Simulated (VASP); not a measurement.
# Hf2H3 (Pm-3m) in VASP: further runs, part 2 of 2

VASP 6.6.1. Earlier steps stand in the parts before.

## 4. Single point, PBE

Contents of INCAR:

```
SYSTEM = Hf2H3
PREC = Accurate ; ENCUT = 520
EDIFF = 1E-6 ; ISMEAR = 0
SIGMA = 0.1 ; LREAL = .FALSE.
LASPH = .TRUE. ; NELM = 60
ALGO = Normal ; ISIF = 2
LWAVE = .FALSE. ; LCHARG = .TRUE.
GGA = PE ; LELF = .TRUE.
LVHAR = .TRUE. ; NBANDS = 20
```

Contents of KPOINTS:

```
Automatic mesh
0
G
  6 6 6
  0 0 0
```

Contents of POSCAR:

```
Hf2H3
1.0
    3.7292425998      0.0000000000      0.0000000000
    0.0000000000      3.7292425998      0.0000000000
    0.0000000000      0.0000000000      3.7292425998
Hf H
2 3
Direct
    0.5000000000      0.5000000000      0.5000000000
    0.0000000000      0.0000000000      0.0000000000
    0.0000000000      0.5000000000      0.5000000000
    0.5000000000      0.0000000000      0.5000000000
    0.5000000000      0.5000000000      0.0000000000
```

Potentials or basis: VASP PAW PBE potentials, release 64 (Hf_pv, H).

Run with:

```
> cat potpaw_PBE.64/Hf_pv/POTCAR potpaw_PBE.64/H/POTCAR > POTCAR
> mpirun -np 1 vasp_std > vasp.out
```

OUTCAR:

```text
SYSTEM = Hf2H3
   PREC = Accurate
   ENCUT = 520
   EDIFF = 1E-6
   ISMEAR = 0
   LREAL = .FALSE.
   LASPH = .TRUE.
   NELM = 60
   ISIF = 2
   GGA = PE

 ion  position               nearest neighbor table
   1  0.500  0.500  0.500-   3 1.86   4 1.86   5 1.86   5 1.86   4 1.86   3 1.86   2 3.23   2 3.23
                             2 3.23   2 3.23   2 3.23   2 3.23   2 3.23   2 3.23
   2  0.000  0.000  0.000-   1 3.23   1 3.23   1 3.23   1 3.23   1 3.23   1 3.23   1 3.23   1 3.23

   3  0.000  0.500  0.500-   1 1.86   1 1.86
   4  0.500  0.000  0.500-   1 1.86   1 1.86
   5  0.500  0.500  0.000-   1 1.86   1 1.86

  LATTYP: Found a simple cubic cell.
 ALAT       =     3.7292425998

  Lattice vectors:

 A1 = (   3.7292425998,   0.0000000000,   0.0000000000)
 A2 = (   0.0000000000,   3.7292425998,   0.0000000000)
 A3 = (   0.0000000000,   0.0000000000,   3.7292425998)

Analysis of symmetry for initial positions (statically):
=====================================================================
 Subroutine PRICEL returns:
 Original cell was already a primitive cell.

 Routine SETGRP: Setting up the symmetry group for a
 simple cubic supercell.

 Subroutine GETGRP returns: Found 48 space group operations
 (whereof 48 operations were pure point group operations)
 out of a pool of 48 trial point group operations.

The static configuration has the point symmetry O_h .

Analysis of symmetry for dynamics (positions and initial velocities):
=====================================================================
 Subroutine PRICEL returns:
 Original cell was already a primitive cell.

 Routine SETGRP: Setting up the symmetry group for a
 simple cubic supercell.

 Subroutine GETGRP returns: Found 48 space group operations
 (whereof 48 operations were pure point group operations)
 out of a pool of 48 trial point group operations.

The dynamic configuration has the point symmetry O_h .

[... 119 lines left out ...]
     AMIX_MAG =   1.60;   BMIX_MAG =  1.00
  volume/ion in A,a.u.               =      10.37        70.00
  Fermi-wavevector in a.u.,A,eV,Ry     =   1.248428  2.359187 21.205663  1.558572
  Thomas-Fermi vector in A             =   2.382515
   LORBIT       =      0    0 simple, 1 ext, 2 COOP (PROOUT), +10 PAW based schemes
   GGA     = PE    functional components
   LHFCALC =     F    Hartree Fock is set to
   AEXX    =    0.0000 exact exchange contribution
   IVDW    =     0    specifies the selected vdW correction
   LEPSILON=     F    determine dielectric tensor
   LRPA    =     F    only Hartree local field effects (RPA)
 non-spin polarized calculation
 Gauss-broadening in eV      SIGMA  =   0.10
  energy-cutoff  :      520.00
  volume of cell :       51.86
 maximum number of plane-waves:      1412
 NGX is ok and might be reduce to    28
   NGX = 13   NGY = 13   NGZ = 13

 number of electron      22.9999992 magnetization

 Free energy of the ion-electron system (eV)
  ---------------------------------------------------
  ext. energy  EPLUGINS =         0.00000000
  ---------------------------------------------------
  free energy    TOTEN  =       -30.28952460 eV

  energy without entropy =      -30.28024508  energy(sigma->0) =      -30.28488484

 E-fermi :   4.8339     XC(G=0): -11.2818

 val. band max:        4.8259153365   @ k =   0.5000   0.1667   0.0000
 cond. band min:       4.9294046561   @ k =   0.5000   0.1667   0.0000
 fundamental gap:      0.1034893196
 Fermi energy:         4.8339463237

 k-point     1 :       0.0000    0.0000    0.0000
  band No.  band energies     occupation
      1     -26.5182      2.00000
      2     -26.5182      2.00000
      3     -26.5182      2.00000
      4     -25.2247      2.00000
      5     -25.2247      2.00000
      6     -25.2247      2.00000
[... 449 lines left out ...]
     19       9.1373      0.00000
     20       9.1373      0.00000

------------------------ aborting loop because EDIFF is reached ----------------------------------------

  FORCE on cell =-STRESS in cart. coord.  units (eV):
  Direction    XX          YY          ZZ          XY          YZ          ZX
  --------------------------------------------------------------------------------------
  -------------------------------------------------------------------------------------
  Total       -0.1945770     -0.1945770     -0.1945770      0.0000000      0.0000000     -0.0000000
  in kB       -6.0109081     -6.0109081     -6.0109081      0.0000000      0.0000000     -0.0000000
  external PRESSURE =      -6.0109081 kB  Pullay stress =       0.0000000 kB

 VOLUME and BASIS-vectors are now :
 -----------------------------------------------------------------------------
  energy-cutoff  :      520.00
  volume of cell :       51.86
      direct lattice vectors                 reciprocal lattice vectors
     3.729242600  0.000000000  0.000000000     0.268150965  0.000000000  0.000000000
     0.000000000  3.729242600  0.000000000     0.000000000  0.268150965  0.000000000
     0.000000000  0.000000000  3.729242600     0.000000000  0.000000000  0.268150965

 POSITION                                       TOTAL-FORCE (eV/Angst)
 -----------------------------------------------------------------------------------
      1.86462      1.86462      1.86462         0.000000      0.000000      0.000000
      0.00000      0.00000      0.00000         0.000000      0.000000      0.000000
      0.00000      1.86462      1.86462         0.000000      0.000000      0.000000
      1.86462      0.00000      1.86462         0.000000      0.000000      0.000000
      1.86462      1.86462      0.00000         0.000000      0.000000      0.000000
 -----------------------------------------------------------------------------------
    total drift:                                0.000000      0.000000      0.000000

  FREE ENERGIE OF THE ION-ELECTRON SYSTEM (eV)
  ---------------------------------------------------
  free  energy   TOTEN  =       -30.2895245981 eV

  energy  without entropy=      -30.2802450805  energy(sigma->0) =      -30.28488484
```

OSZICAR:

```text
N       E                     dE             d eps       ncg     rms          rms(c)
DAV:   1     0.607992284096E+02    0.60799E+02   -0.12189E+04   800   0.106E+03
DAV:   2    -0.297240446933E+02   -0.90523E+02   -0.87067E+02   976   0.256E+02
DAV:   3    -0.327786422073E+02   -0.30546E+01   -0.30312E+01  1020   0.325E+01
DAV:   4    -0.328021737575E+02   -0.23532E-01   -0.23520E-01  1004   0.329E+00
DAV:   5    -0.328023764561E+02   -0.20270E-03   -0.20269E-03   980   0.284E-01    0.627E+01
DAV:   6    -0.306286175668E+02    0.21738E+01   -0.37164E+00   924   0.948E+00    0.389E+01
DAV:   7    -0.303191763715E+02    0.30944E+00   -0.22030E+00   908   0.786E+00    0.899E+00
DAV:   8    -0.303066259598E+02    0.12550E-01   -0.96699E-02   916   0.177E+00    0.210E+00
DAV:   9    -0.302894495280E+02    0.17176E-01   -0.68265E-02   908   0.137E+00    0.527E-01
DAV:  10    -0.302895292490E+02   -0.79721E-04   -0.27781E-03   896   0.337E-01    0.123E-01
DAV:  11    -0.302895519274E+02   -0.22678E-04   -0.22096E-04   960   0.699E-02    0.550E-02
DAV:  12    -0.302895240011E+02    0.27926E-04   -0.11699E-04   912   0.492E-02    0.342E-02
DAV:  13    -0.302895245981E+02   -0.59702E-06   -0.50626E-06   924   0.141E-02
   1 F= -.30289525E+02 E0= -.30284885E+02  d E =-.927952E-02
```

stdout:

```text
POSCAR found type information on POSCAR HfH
 POSCAR found :  2 types and       5 ions
 scaLAPACK will be used
 LDA part: xc-table for (Slater+PW92), standard interpolation
 POSCAR, INCAR and KPOINTS ok, starting setup
 FFT: planning ... GRIDC
 FFT: planning ... GRID_SOFT
 FFT: planning ... GRID
 WAVECAR not read
 entering main loop
```

It took 35 s on 1 thread of Intel Xeon 8259CL, shared host; peak memory 0.16 GiB.

What came out:

* Free energy: -30.2895 eV
* Pressure: -0.6 GPa
* Band gap on the k mesh: zero (an odd number of electrons rules out a gap without spin polarisation)

Caveat: spin-orbit coupling is left out, which moves the levels of the heavy elements.

## 5. Summary

```csv
cell,k mesh,gap on the mesh (eV),pressure (GPa)
"a = 3.729 Å, 5 atoms",4 × 4 × 4,none,-0.5
"a = 4.008 Å, 5 atoms",4 × 4 × 4,none,-17.6
"a = 3.729 Å, 5 atoms",6 × 6 × 6,none,-0.6
```

Alike in all rows: task single point; level PBE; potentials or basis VASP PAW PBE potentials, release 64 (Hf_pv, H); no spin polarisation; cutoff (eV) 520; smearing gaussian 0.1 eV.

Caveats: some runs use coarse meshes; spin-orbit coupling is left out, which moves the levels of the heavy elements.

Absolute energies hang on the potentials; compare differences alone.
